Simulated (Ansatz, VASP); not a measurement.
# One calculation of LaTe, two programs

```
La Te
1.0
     0.00000    3.17236    3.17236
     3.17236    0.00000    3.17236
     3.17236    3.17236    0.00000
La Te
1 1
Direct
  0.00000 0.00000 0.00000
  0.50000 0.50000 0.50000
```

Alike in both runs: functional LDA; k mesh 11 × 11 × 11; occupations fermi-dirac, width 0.05 eV; no spin polarisation.

Ansatz relaxed the structure, and its values are those at the end. VASP's run is a single point on that final structure, the one shown.

|  | VASP | Ansatz |
| --- | --- | --- |
| version | VASP 6.6.1 | Ansatz 0.2.0 |
| potentials or method | VASP PAW LDA potentials, release 64 (La, Te) | PAW with Ansatz's default frozen-core files, scalar-relativistic |
| plane-wave cutoff (eV) | 520 | 420 |
| valence electrons in the cell | 17 | 27 |

```csv
,VASP,Ansatz,Ansatz less VASP
pressure (GPa),0.1,0.0,-0.07
```

LDA's correlation is that of Perdew and Zunger in VASP and of Perdew and Wang (1992) in Ansatz. VASP's potentials hold 17 valence electrons a cell and Ansatz's 27, so a difference there can come from the potentials and not from the codes.

Neither program's run includes spin-orbit coupling.
